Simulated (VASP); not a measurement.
# Al2Cu in VASP: a series of runs

Runs on Al2Cu. Level: LDA. Tasks: single point.

All numbers are computed with VASP 6.6.1; they aren't measurements. Logs are shortened: lines on timing, memory, paths and dates and some standing lists are left out, and cuts for length are marked.

### 1 The cell of the first run

Symmetry: Fmmm, No. 69, orthorhombic system. The conventional cell has a = 5.595 Å, b = 5.670 Å, c = 5.745 Å, α = 90.00°, β = 90.00°, γ = 90.00°. Within 3.2 Å of Al (site symmetry 222) lie 4 Cu at 2.46 Å and 6 Al at 2.80 to 2.87 Å. Cu (site symmetry mmm) has 8 Al at 2.46 Å within 3.2 Å.

### 2 Single point, LDA

INCAR reads:

```
SYSTEM = Al2Cu
  PREC = Accurate
  ENCUT = 520
  EDIFF = 1E-6
  ISMEAR = 0
  SIGMA = 0.15
  LREAL = .FALSE.
  LASPH = .TRUE.
  NELM = 60
  ALGO = Fast
  ISIF = 2
  LWAVE = .FALSE.
  LCHARG = .TRUE.
  LELF = .TRUE.
  LVHAR = .TRUE.
  NBANDS = 16
```

KPOINTS reads:

```
regular mesh
0
G
  14 14 14
  0 0 0
```

POSCAR reads:

```
Al2Cu
1.0
   -1.9780072299      1.9780072299      2.8351068677
    1.9780072299     -1.9780072299      2.8351068677
    2.0313314341      2.0313314341     -2.8351068677
Al Cu
2 1
Direct
    0.7500000000      0.2500000000      0.5000000000
    0.2500000000      0.7500000000      0.5000000000
    0.5000000000      0.5000000000      0.0000000000
```

Potentials or basis: VASP PAW LDA potentials, release 64 (Al, Cu).

Launch:

```
> cat potpaw_LDA.64/Al/POTCAR potpaw_LDA.64/Cu/POTCAR > POTCAR
> mpirun -np 1 vasp_std > vasp.out
```

OUTCAR:

```text
SYSTEM = Al2Cu
   PREC = Accurate
   ENCUT = 520
   EDIFF = 1E-6
   ISMEAR = 0
   LREAL = .FALSE.
   LASPH = .TRUE.
   NELM = 60
   ISIF = 2

 ion  position               nearest neighbor table
   1  0.750  0.250  0.500-   3 2.46   3 2.46   3 2.46   3 2.46   2 2.80   2 2.80   2 2.84   2 2.84
                             2 2.87   2 2.87
   2  0.250  0.750  0.500-   3 2.46   3 2.46   3 2.46   3 2.46   1 2.80   1 2.80   1 2.84   1 2.84
                             1 2.87   1 2.87
   3  0.500  0.500  0.000-   2 2.46   1 2.46   2 2.46   1 2.46   1 2.46   2 2.46   1 2.46   2 2.46

  LATTYP: Found a face centered orthorhombic cell.
 ALAT       =     5.5946493020
 B/A-ratio  =     1.0135065541
 C/A-ratio  =     1.0269585487

  Lattice vectors:

 A1 = (  -2.0313314341,  -2.0313314341,   2.8351068677)
 A2 = (  -0.0533242042,  -4.0093386640,   0.0000000000)
 A3 = (   1.9780072299,  -1.9780072299,   2.8351068677)

Analysis of symmetry for initial positions (statically):
=====================================================================
 Subroutine PRICEL returns:
 Original cell was already a primitive cell.

 Routine SETGRP: Setting up the symmetry group for a
 face centered orthorhombic supercell.

 Subroutine GETGRP returns: Found  8 space group operations
 (whereof  8 operations were pure point group operations)
 out of a pool of  8 trial point group operations.

The static configuration has the point symmetry D_2h.

Analysis of symmetry for dynamics (positions and initial velocities):
=====================================================================
 Subroutine PRICEL returns:
 Original cell was already a primitive cell.

 Routine SETGRP: Setting up the symmetry group for a
 face centered orthorhombic supercell.

 Subroutine GETGRP returns: Found  8 space group operations
 (whereof  8 operations were pure point group operations)
 out of a pool of  8 trial point group operations.

The dynamic configuration has the point symmetry D_2h.

 Subroutine INISYM returns: Found  8 space group operations
 (whereof  8 operations are pure point group operations),
 and found     1 'primitive' translations

----------------------------------------------------------------------------------------

                                     Primitive cell

  volume of cell :      45.5657

  direct lattice vectors                    reciprocal lattice vectors
    -1.978007230  1.978007230  2.835106868    -0.003317842  0.249461820  0.176360195
     1.978007230 -1.978007230  2.835106868     0.249461820 -0.003317842  0.176360195
     2.031331434  2.031331434 -2.835106868     0.246143978  0.246143978  0.000000000

  length of vectors
     3.982820126  3.982820126  4.036142433     0.305524346  0.305524346  0.348100152

  position of ions in fractional coordinates (direct lattice)
     0.750000000  0.250000000  0.500000000
     0.250000000  0.750000000  0.500000000
     0.500000000  0.500000000  0.000000000

  ion indices of the primitive-cell ions
   primitive index   ion index
                 1           1
                 2           2
                 3           3

----------------------------------------------------------------------------------------

 KPOINTS: regular mesh

Automatic generation of k-mesh.
 Grid dimensions read from file:
 generate k-points for:   14   14   14

 Generating k-lattice:

  Cartesian coordinates                     Fractional coordinates (reciprocal lattice)
    -0.000236989  0.017818701  0.012597157     0.071428571  0.000000000 -0.000000000
     0.017818701 -0.000236989  0.012597157     0.000000000  0.071428571 -0.000000000
     0.017581713  0.017581713  0.000000000     0.000000000  0.000000000  0.071428571

  Length of vectors
     0.021823168  0.021823168  0.024864297

  Shift w.r.t. Gamma in fractional coordinates (k-lattice)
     0.000000000  0.000000000  0.000000000

 Subroutine IBZKPT returns following result:
 ===========================================

 Found    428 irreducible k-points:

 Following reciprocal coordinates:
            Coordinates               Weight
  0.000000  0.000000  0.000000      1.000000
  0.071429  0.000000 -0.000000      8.000000
  0.142857  0.000000 -0.000000      8.000000
  0.214286  0.000000 -0.000000      8.000000
  0.285714  0.000000  0.000000      8.000000
  0.357143  0.000000  0.000000      8.000000
[... 16 lines left out ...]
  0.214286  0.142857  0.000000      8.000000
  0.285714  0.142857 -0.000000      8.000000
 [... further k-points ...]
   k-points           NKPTS =    428   k-points in BZ     NKDIM =    428   number of bands    NBANDS=     16
   number of dos      NEDOS =    301   number of ions     NIONS =      3
   total plane-waves  NPLWV =  27000
   dimension x,y,z NGX =    30 NGY =   30 NGZ =   30
   dimension x,y,z NGXF=    60 NGYF=   60 NGZF=   60
   ions per type =               2   1
   NGX,Y,Z   is equivalent  to a cutoff of  12.52, 12.52, 12.36 a.u.
   NGXF,Y,Z  is equivalent  to a cutoff of  25.04, 25.04, 24.71 a.u.
 SYSTEM =  Al2Cu
   PREC   = accura    normal or accurate (medium, high low for compatibility)
   ISTART =      0    job   : 0-new  1-cont  2-samecut
   ICHARG =      2    charge: 1-file 2-atom 10-const
   ISPIN  =      1    spin polarized calculation?
   LNONCOLLINEAR =      F non collinear calculations
   LSORBIT =      F    spin-orbit coupling
   LASPH  =      T    aspherical Exc in radial PAW
   ENCUT  =  520.0 eV  38.22 Ry    6.18 a.u.   7.41  7.41  7.50*2*pi/ulx,y,z
   NELM   =     60;   NELMIN=  2; NELMDL= -5     # of ELM steps
   EDIFF  = 0.1E-05   stopping-criterion for ELM
   LREAL  =      F    real-space projection
   EDIFFG = 0.1E-04   stopping-criterion for IOM
   NSW    =      0    number of steps for IOM
   IBRION =     -1    ionic relax: 0-MD 1-quasi-New 2-CG
   NFREE  =      0    steps in history (QN), initial steepest desc. (CG)
   ISIF   =      2    stress and relaxation
   ISYM   =      2    0-nonsym 1-usesym 2-fastsym
   POTIM  = 0.5000    time-step for ionic-motion
   TEBEG  =    0.0;   TEEND  =   0.0 temperature during run
   PSTRESS=    0.0 pullay stress
   NELECT =      17.0000    total number of electrons
   NUPDOWN=      -1.0000    fix difference up-down
   EMIN   =  10.00;   EMAX   =-10.00  energy-range for DOS
   EFERMI =   0.00;   METHOD = LEGACY
   ISMEAR =     0;   SIGMA  =   0.15  broadening in eV -4-tet -1-fermi 0-gaus
   EFERMI_NEDOS =   21; number of points for ismear=-14 and -15
   IALGO  =     68    algorithm
   IMIX   =      4    mixing-type and parameters
     AMIX     =   0.40;   BMIX     =  1.00
     AMIX_MAG =   1.60;   BMIX_MAG =  1.00
  volume/ion in A,a.u.               =      15.19       102.50
  Fermi-wavevector in a.u.,A,eV,Ry     =   1.178542  2.227122 18.897969  1.388962
  Thomas-Fermi vector in A             =   2.314869
   LORBIT       =      0    0 simple, 1 ext, 2 COOP (PROOUT), +10 PAW based schemes
   GGA     = CA    functional components
   LHFCALC =     F    Hartree Fock is set to
   AEXX    =    0.0000 exact exchange contribution
   IVDW    =     0    specifies the selected vdW correction
   LEPSILON=     F    determine dielectric tensor
   LRPA    =     F    only Hartree local field effects (RPA)
 non-spin polarized calculation
 RMM-DIIS sequential band-by-band and
 Gauss-broadening in eV      SIGMA  =   0.15
  energy-cutoff  :      520.00
  volume of cell :       45.57
 maximum number of plane-waves:      1251
 NGX is ok and might be reduce to    30
   NGX = 15   NGY = 15   NGZ = 15

 number of electron      17.0000014 magnetization

 Free energy of the ion-electron system (eV)
  ---------------------------------------------------
  ext. energy  EPLUGINS =         0.00000000
  ---------------------------------------------------
  free energy    TOTEN  =       -13.70220542 eV

  energy without entropy =      -13.69224230  energy(sigma->0) =      -13.69722386

 E-fermi :   7.2967     XC(G=0): -10.8597

 val. band max:        7.2931036649   @ k =  -0.3571   0.0000   0.0714
 cond. band min:       7.3061197778   @ k =  -0.0714   0.5000   0.2143
 fundamental gap:      0.0130161129
 Fermi energy:         7.2966710904

 k-point     1 :       0.0000    0.0000    0.0000
  band No.  band energies     occupation
      1      -3.1798      2.00000
      2       2.4733      2.00000
      3       2.4874      2.00000
      4       2.5003      2.00000
      5       3.0543      2.00000
      6       3.0935      2.00000
[... 8 lines left out ...]
     15      14.4275      0.00000
     16      14.8827      0.00000

 k-point     2 :       0.0714    0.0000   -0.0000
  band No.  band energies     occupation
      1      -3.1094      2.00000
      2       2.4611      2.00000
      3       2.4929      2.00000
      4       2.5074      2.00000
      5       3.0517      2.00000
      6       3.0902      2.00000
[... 8 lines left out ...]
     15      13.7756      0.00000
     16      14.3420      0.00000

 k-point     3 :       0.1429    0.0000   -0.0000
  band No.  band energies     occupation
      1      -2.8988      2.00000
      2       2.3974      2.00000
      3       2.5224      2.00000
      4       2.5355      2.00000
      5       3.0470      2.00000
      6       3.0829      2.00000
[... 8 lines left out ...]
     15      13.5186      0.00000
     16      13.9819      0.00000

 k-point     4 :       0.2143    0.0000   -0.0000
  band No.  band energies     occupation
      1      -2.5511      2.00000
      2       2.2804      2.00000
      3       2.5637      2.00000
      4       2.5725      2.00000
      5       3.0482      2.00000
      6       3.0786      2.00000
[... 8 lines left out ...]
     15      13.3800      0.00000
     16      14.7726      0.00000

 k-point     5 :       0.2857    0.0000    0.0000
  band No.  band energies     occupation
      1      -2.0723      2.00000
      2       2.0800      2.00000
      3       2.6024      2.00000
      4       2.6043      2.00000
      5       3.0640      2.00000
      6       3.0852      2.00000
[... 8 lines left out ...]
     15      14.2244      0.00000
     16      15.8475      0.00000

 k-point     6 :       0.3571    0.0000    0.0000
  band No.  band energies     occupation
      1      -1.4761      2.00000
      2       1.7064      2.00000
      3       2.6219      2.00000
      4       2.6284      2.00000
      5       3.0942      2.00000
      6       3.1045      2.00000
[... 8 lines left out ...]
     15      15.3467      0.00000
     16      16.9900      0.00000
[... 267 lines left out ...]
 k-point    21 :      -0.0714    0.0714    0.0000
  band No.  band energies     occupation
      1      -3.0834      2.00000
      2       2.4439      2.00000
      3       2.5011      2.00000
      4       2.5148      2.00000
      5       3.0600      2.00000
      6       3.0805      2.00000
[... 8 lines left out ...]
     15      14.1242      0.00000
     16      14.5424      0.00000

 k-point    22 :       0.1429    0.1429   -0.0000
  band No.  band energies     occupation
      1      -2.4447      2.00000
      2       2.2951      2.00000
      3       2.5457      2.00000
      4       2.6059      2.00000
      5       2.9961      2.00000
      6       3.1111      2.00000
[... 8 lines left out ...]
     15      15.2465      0.00000
     16      16.2424      0.00000

 k-point    23 :       0.2143    0.1429    0.0000
  band No.  band energies     occupation
      1      -2.0156      2.00000
      2       2.1725      2.00000
      3       2.5598      2.00000
      4       2.6559      2.00000
      5       2.9858      2.00000
      6       3.1243      2.00000
[... 8 lines left out ...]
     15      15.2830      0.00000
     16      17.3102      0.00000

 k-point    24 :       0.2857    0.1429   -0.0000
  band No.  band energies     occupation
      1      -1.4633      2.00000
      2       1.9411      2.00000
      3       2.5681      2.00000
      4       2.6909      2.00000
      5       3.0047      2.00000
      6       3.1306      2.00000
[... 8 lines left out ...]
     15      14.9138      0.00000
     16      18.1347      0.00000

 [... further k-points ...]

------------------------ aborting loop because EDIFF is reached ----------------------------------------

  FORCE on cell =-STRESS in cart. coord.  units (eV):
  Direction    XX          YY          ZZ          XY          YZ          ZX
  --------------------------------------------------------------------------------------
  -------------------------------------------------------------------------------------
  Total        0.1335265      0.1335265      0.0885570     -0.4053170      0.0000000     -0.0000000
  in kB        4.6950476      4.6950476      3.1138332    -14.2517211      0.0000000     -0.0000000
  external PRESSURE =       4.1679761 kB  Pullay stress =       0.0000000 kB

 VOLUME and BASIS-vectors are now :
 -----------------------------------------------------------------------------
  energy-cutoff  :      520.00
  volume of cell :       45.57
      direct lattice vectors                 reciprocal lattice vectors
    -1.978007230  1.978007230  2.835106868    -0.003317842  0.249461820  0.176360195
     1.978007230 -1.978007230  2.835106868     0.249461820 -0.003317842  0.176360195
     2.031331434  2.031331434 -2.835106868     0.246143978  0.246143978  0.000000000

 POSITION                                       TOTAL-FORCE (eV/Angst)
 -----------------------------------------------------------------------------------
      0.02666      2.00467      1.41755         0.000000     -0.000000     -0.000000
      2.00467      0.02666      1.41755         0.000000      0.000000     -0.000000
      0.00000      0.00000      2.83511        -0.000000      0.000000      0.000000
 -----------------------------------------------------------------------------------
    total drift:                                0.000000     -0.000000      0.000000

  FREE ENERGIE OF THE ION-ELECTRON SYSTEM (eV)
  ---------------------------------------------------
  free  energy   TOTEN  =       -13.7022054153 eV

  energy  without entropy=      -13.6922423044  energy(sigma->0) =      -13.69722386
```

It took 3.7 min on 1 thread of Intel Xeon Platinum 8559C (Emerald Rapids), shared host; peak memory 0.39 GiB.

What came out:

- Free energy: -13.7022 eV
- Pressure: 0.4 GPa
- Band gap on the k mesh: zero (an odd number of electrons rules out a gap without spin polarisation)

Levels at points of the mesh, in eV from the Fermi level:
```tsv
k point	band 7	band 8	band 9	band 10	band 11	band 12
(0.00, 0.00, 0.00)	2.83	2.89	2.93	3.03	3.04	3.19
(0.50, 0.00, 0.00)	-4.14	0.51	0.72	2.93	3.06	4.03
(0.50, 0.50, 0.00)	-3.86	-2.17	-2.08	0.28	1.45	9.16
(0.00, 0.00, 0.50)	-3.95	-2.00	-1.90	0.61	1.61	9.14
(0.50, 0.50, 0.50)	-3.90	-2.13	-1.94	0.45	1.53	9.13
```

Caveat: the cell differs from its parent crystal (strain +e along x and -e along y -0.0133, strain +e along z and -e/2 along x and y +0.0000).

### 3 Single point, LDA

INCAR reads:

```
ALGO     = Fast           # electronic algorithm
EDIFF    = 1E-6           # SCF threshold, eV
ENCUT    = 520            # plane-wave cutoff, eV
ISIF     = 2              # what is computed and relaxed
ISMEAR   = 0              # smearing method
LASPH    = T              # aspherical terms in the spheres
LCHARG   = T              # write CHGCAR
LELF     = T              # ELF
LREAL    = F              # projectors in reciprocal space
LVHAR    = T            
LWAVE    = F              # write WAVECAR
NBANDS   = 16             # bands
NELM     = 60             # most SCF steps
PREC     = Accurate       # precision mode
SIGMA    = 0.15           # smearing width, eV
```

KPOINTS reads:

```
k-points
0
Gamma
  14 14 14
```

POSCAR reads:

```
Al2Cu
1.0
   -1.9813149343      1.9813149343      2.9011648577
    1.9813149343     -1.9813149343      2.9011648577
    1.9813149343      1.9813149343     -2.9011648577
Al Cu
2 1
Direct
    0.7500000000      0.2500000000      0.5000000000
    0.2500000000      0.7500000000      0.5000000000
    0.5000000000      0.5000000000      0.0000000000
```

Potentials or basis: VASP PAW LDA potentials, release 64 (Al, Cu).

Launch:

```
> cat potpaw_LDA.64/Al/POTCAR potpaw_LDA.64/Cu/POTCAR > POTCAR
> mpirun -np 1 vasp_std > vasp.out
```

It took 2.5 min on 1 thread of Intel Xeon 6975P-C (Granite Rapids), shared host; peak memory 0.28 GiB.

It converged, with:

```
Free energy            : -13.6959 eV
Pressure               : 0.5 GPa
Band gap on the k mesh : zero (an odd number of electrons rules out a gap without spin polarisation)
```

Stress tensor (GPa, compression positive):
```
 1.64  0.00  0.00
 0.00  1.64  0.00
 0.00  0.00 -1.88
```

Levels at points of the mesh, in eV from the Fermi level:
```
           k point  band 7  band 8  band 9  band 10  band 11  band 12
(0.00, 0.00, 0.00)    2.74    2.91    2.91     3.02     3.02     3.31
(0.50, 0.00, 0.00)   -4.13    0.45    0.77     2.83     3.11     4.07
(0.50, 0.50, 0.00)   -3.86   -2.24   -1.98     0.30     1.46     9.13
(0.50, 0.50, 0.50)   -3.98   -1.88   -1.88     0.73     1.67     9.14
```

Caveat: the cell differs from its parent crystal (strain +e along x and -e along y +0.0000, strain +e along z and -e/2 along x and y +0.0233).
